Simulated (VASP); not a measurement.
# NaF (Fm-3m) in VASP: single point with PBE

Aim: the single point of NaF with PBE.

All numbers are computed with VASP 6.6.1; they aren't measurements. Logs are shortened: lines on timing, memory, paths and dates and some standing lists are left out, and cuts for length are marked.

**1. The cell of the first run**

The structure is cubic, space group Fm-3m (No. 225). Conventional cell: a = 4.701 Å, b = 4.701 Å, c = 4.701 Å, α = 90.00°, β = 90.00°, γ = 90.00°. Na (site symmetry m-3m) has 6 F at 2.35 Å within 3.1 Å. F (site symmetry m-3m) has 6 Na at 2.35 Å within 3.1 Å.

**2. Single point, PBE**

INCAR reads:

```
  PREC = Accurate
  ENCUT = 600
  EDIFF = 1E-6
  ISMEAR = 0
  SIGMA = 0.02
  LREAL = F
  LASPH = T
  NELM = 120
  ALGO = Normal
  ISIF = 2
  LWAVE = F
  LCHARG = F
  GGA = PE
  NBANDS = 14
  GGA_COMPAT = F
```

KPOINTS reads:

```
Automatic mesh
0
Gamma
  8 8 8
```

POSCAR reads:

```
NaF
1.0
    0.0000000000      2.3505459868      2.3505459868
    2.3505459868      0.0000000000      2.3505459868
    2.3505459868      2.3505459868      0.0000000000
Na F
1 1
Direct
    0.0000000000      0.0000000000      0.0000000000
    0.5000000000      0.5000000000      0.5000000000
```

Potentials or basis: VASP PAW PBE potentials, release 64 (Na_pv, F).

Command:

```bash
> cat potpaw_PBE.64/Na_pv/POTCAR potpaw_PBE.64/F/POTCAR > POTCAR
> mpirun -np 1 vasp_std > vasp.out
```

OUTCAR:

```text
PREC = Accurate
   ENCUT = 600
   EDIFF = 1E-6
   ISMEAR = 0
   LREAL = F
   LASPH = T
   NELM = 120
   ISIF = 2
   GGA = PE

 ion  position               nearest neighbor table
   1  0.000  0.000  0.000-
   2  0.500  0.500  0.500-

  LATTYP: Found a face centered cubic cell.
 ALAT       =     4.7010919736

  Lattice vectors:

 A1 = (   0.0000000000,   2.3505459868,   2.3505459868)
 A2 = (   2.3505459868,   0.0000000000,   2.3505459868)
 A3 = (   2.3505459868,   2.3505459868,   0.0000000000)

Analysis of symmetry for initial positions (statically):
=====================================================================
 Subroutine PRICEL returns:
 Original cell was already a primitive cell.

 Routine SETGRP: Setting up the symmetry group for a
 face centered cubic supercell.

 Subroutine GETGRP returns: Found 48 space group operations
 (whereof 48 operations were pure point group operations)
 out of a pool of 48 trial point group operations.

The static configuration has the point symmetry O_h .

Analysis of symmetry for dynamics (positions and initial velocities):
=====================================================================
 Subroutine PRICEL returns:
 Original cell was already a primitive cell.

 Routine SETGRP: Setting up the symmetry group for a
 face centered cubic supercell.

 Subroutine GETGRP returns: Found 48 space group operations
 (whereof 48 operations were pure point group operations)
 out of a pool of 48 trial point group operations.

The dynamic configuration has the point symmetry O_h .

 Subroutine INISYM returns: Found 48 space group operations
 (whereof 48 operations are pure point group operations),
 and found     1 'primitive' translations

----------------------------------------------------------------------------------------

                                     Primitive cell

  volume of cell :      25.9738

  direct lattice vectors                    reciprocal lattice vectors
     0.000000000  2.350545987  2.350545987    -0.212716536  0.212716536  0.212716536
     2.350545987  0.000000000  2.350545987     0.212716536 -0.212716536  0.212716536
     2.350545987  2.350545987  0.000000000     0.212716536  0.212716536 -0.212716536

  length of vectors
     3.324174014  3.324174014  3.324174014     0.368435848  0.368435848  0.368435848

[... 81 lines left out ...]
   LREAL  =      F    real-space projection
   EDIFFG = 0.1E-04   stopping-criterion for IOM
   NSW    =      0    number of steps for IOM
   IBRION =     -1    ionic relax: 0-MD 1-quasi-New 2-CG
   NFREE  =      0    steps in history (QN), initial steepest desc. (CG)
   ISIF   =      2    stress and relaxation
   ISYM   =      2    0-nonsym 1-usesym 2-fastsym
   POTIM  = 0.5000    time-step for ionic-motion
   TEBEG  =    0.0;   TEEND  =   0.0 temperature during run
   PSTRESS=    0.0 pullay stress
   NELECT =      14.0000    total number of electrons
   NUPDOWN=      -1.0000    fix difference up-down
   EMIN   =  10.00;   EMAX   =-10.00  energy-range for DOS
   EFERMI =   0.00;   METHOD = LEGACY
   ISMEAR =     0;   SIGMA  =   0.02  broadening in eV -4-tet -1-fermi 0-gaus
   EFERMI_NEDOS =   21; number of points for ismear=-14 and -15
   IALGO  =     38    algorithm
   IMIX   =      4    mixing-type and parameters
     AMIX     =   0.40;   BMIX     =  1.00
     AMIX_MAG =   1.60;   BMIX_MAG =  1.00
  volume/ion in A,a.u.               =      12.99        87.64
  Fermi-wavevector in a.u.,A,eV,Ry     =   1.332310  2.517702 24.151036  1.775051
  Thomas-Fermi vector in A             =   2.461255
   LORBIT       =      0    0 simple, 1 ext, 2 COOP (PROOUT), +10 PAW based schemes
   GGA     = PE    functional components
   LHFCALC =     F    Hartree Fock is set to
   AEXX    =    0.0000 exact exchange contribution
   IVDW    =     0    specifies the selected vdW correction
   LEPSILON=     F    determine dielectric tensor
   LRPA    =     F    only Hartree local field effects (RPA)
 non-spin polarized calculation
 Gauss-broadening in eV      SIGMA  =   0.02
  energy-cutoff  :      600.00
  volume of cell :       25.97
 maximum number of plane-waves:       893
   NGX = 13   NGY = 13   NGZ = 13

 number of electron      14.0000002 magnetization

 Free energy of the ion-electron system (eV)
  ---------------------------------------------------
  ext. energy  EPLUGINS =         0.00000000
  ---------------------------------------------------
  free energy    TOTEN  =        -8.57122371 eV

  energy without entropy =       -8.57122371  energy(sigma->0) =       -8.57122371

 E-fermi :  -2.0947     XC(G=0):  -8.9510

 val. band max:       -2.2681710021   @ k =   0.0000   0.0000   0.0000
 cond. band min:       3.8062965716   @ k =   0.0000   0.0000   0.0000
 fundamental gap:      6.0744675737
 Fermi energy:        -2.0946913954

 k-point     1 :       0.0000    0.0000    0.0000
  band No.  band energies     occupation
      1     -21.3720      2.00000
      2     -21.3441      2.00000
      3     -21.3441      2.00000
      4     -21.3441      2.00000
      5      -2.2682      2.00000
      6      -2.2682      2.00000
      7      -2.2682      2.00000
      8       3.8063      0.00000
      9      16.4011      0.00000
     10      16.4011      0.00000
     11      16.4011      0.00000
     12      19.1794      0.00000
     13      21.3052      0.00000
     14      21.3052      0.00000
[... 377 lines left out ...]
      1     -21.8995      2.00000
      2     -21.3909      2.00000
      3     -21.3708      2.00000
      4     -20.6700      2.00000
      5      -3.5014      2.00000
      6      -2.8098      2.00000
      7      -2.5810      2.00000
      8       9.2378      0.00000
      9      10.1042      0.00000
     10      14.4055      0.00000
     11      16.2072      0.00000
     12      19.4075      0.00000
     13      20.4299      0.00000
     14      25.0429      0.00000

 [... further k-points ...]
[... 5 lines left out ...]
  --------------------------------------------------------------------------------------
  -------------------------------------------------------------------------------------
  Total       -0.0411458     -0.0411458     -0.0411458      0.0000000      0.0000000      0.0000000
  in kB       -2.5380465     -2.5380465     -2.5380465      0.0000000      0.0000000      0.0000000
  external PRESSURE =      -2.5380465 kB  Pullay stress =       0.0000000 kB

 VOLUME and BASIS-vectors are now :
 -----------------------------------------------------------------------------
  energy-cutoff  :      600.00
  volume of cell :       25.97
      direct lattice vectors                 reciprocal lattice vectors
     0.000000000  2.350545987  2.350545987    -0.212716536  0.212716536  0.212716536
     2.350545987  0.000000000  2.350545987     0.212716536 -0.212716536  0.212716536
     2.350545987  2.350545987  0.000000000     0.212716536  0.212716536 -0.212716536

 POSITION                                       TOTAL-FORCE (eV/Angst)
 -----------------------------------------------------------------------------------
      0.00000      0.00000      0.00000         0.000000      0.000000      0.000000
      2.35055      2.35055      2.35055        -0.000000     -0.000000     -0.000000
 -----------------------------------------------------------------------------------
    total drift:                                0.000000      0.000000      0.000000

  FREE ENERGIE OF THE ION-ELECTRON SYSTEM (eV)
  ---------------------------------------------------
  free  energy   TOTEN  =        -8.5712237060 eV

  energy  without entropy=       -8.5712237060  energy(sigma->0) =       -8.57122371
```

OSZICAR:

```text
N       E                     dE             d eps       ncg     rms          rms(c)
DAV:   1     0.116052737842E+03    0.11605E+03   -0.82175E+03   830   0.134E+03
DAV:   2    -0.376191741841E+01   -0.11981E+03   -0.11008E+03   890   0.359E+02
DAV:   3    -0.942713122319E+01   -0.56652E+01   -0.56536E+01  1016   0.718E+01
DAV:   4    -0.947345400007E+01   -0.46323E-01   -0.46320E-01   884   0.688E+00
DAV:   5    -0.947395259867E+01   -0.49860E-03   -0.49859E-03  1022   0.704E-01    0.542E+00
DAV:   6    -0.858117114789E+01    0.89278E+00   -0.31587E+00   966   0.146E+01    0.187E+00
DAV:   7    -0.856931885297E+01    0.11852E-01   -0.29293E-02   842   0.206E+00    0.106E+00
DAV:   8    -0.857059628879E+01   -0.12774E-02   -0.31556E-02   872   0.366E+00    0.155E-01
DAV:   9    -0.857136424602E+01   -0.76796E-03   -0.44785E-03   956   0.613E-01    0.138E-01
DAV:  10    -0.857122412682E+01    0.14012E-03   -0.91955E-04   890   0.313E-01    0.122E-02
DAV:  11    -0.857122315089E+01    0.97593E-06   -0.32514E-05   932   0.900E-02    0.421E-03
DAV:  12    -0.857122370600E+01   -0.55511E-06   -0.16730E-06   884   0.172E-02
   1 F= -.85712237E+01 E0= -.85712237E+01  d E =-.139532E-36
```

Run time: 8.9 s. Hardware: 1 thread of Intel Xeon Platinum 8488C (Sapphire Rapids), shared host; peak memory 0.15 GiB.

What came out:

```
Free energy            : -8.5712 eV
Pressure               : -0.3 GPa
Band gap on the k mesh : 6.07 eV
```

Levels at points of the mesh, in eV from the valence-band top:
| k point | band 5 | band 6 | band 7 | band 8 | band 9 | band 10 |
| --- | --- | --- | --- | --- | --- | --- |
| (0.00, 0.00, 0.00) | 0.00 | 0.00 | 0.00 | 6.07 | 18.67 | 18.67 |
| (0.50, 0.00, 0.00) | -1.50 | -0.23 | -0.23 | 10.52 | 12.10 | 19.65 |
| (0.50, 0.50, 0.00) | -1.21 | -0.38 | -0.38 | 12.80 | 13.16 | 13.18 |
